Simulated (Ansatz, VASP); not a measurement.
**Two plane-wave programs on Hf5C3**

```
Hf C
1.0
     4.88784    0.00000    0.00000
    -2.44392    4.23300    0.00000
     0.00000    0.00000    6.80935
Hf C
5 3
Direct
  0.33333 0.66667 0.25772
  0.66667 0.33333 0.25772
  0.66667 0.33333 0.74228
  0.33333 0.66667 0.74228
  0.00000 0.00000 0.50000
  0.00000 0.00000 0.19361
  0.00000 0.00000 0.80639
  0.00000 0.00000 0.00000
```

Alike in both runs: functional PBE; k mesh 4 × 4 × 2; occupations gaussian, width 0.2 eV; no spin polarisation.

Ansatz relaxed the structure, and its values are those at the end. VASP's run is a single point on that final structure, the one shown.

```csv
,VASP,Ansatz
version,VASP 6.6.1,Ansatz 0.2.0
potentials or method,"VASP PAW PBE potentials, release 64 (Hf_pv, C), cutoff 520 eV","scalar-relativistic, plane waves, PAW"
valence electrons in the cell,62,142
```

```tsv
	VASP	Ansatz	Ansatz less VASP
gap on the k mesh at the Fermi level (eV)	none	none	-
pressure (GPa)	-0.3	0.1	+0.36
rms of the force components (eV/Å)	0.004	0.011	+0.0069
```

A gap of «none» marks a metal or a gap that the smearing closes. VASP's potentials hold 62 valence electrons a cell and Ansatz's 142, so a difference there can come from the potentials and not from the codes.

The k mesh is coarse, so the values compare programs but aren't converged. Neither program's run includes spin-orbit coupling.
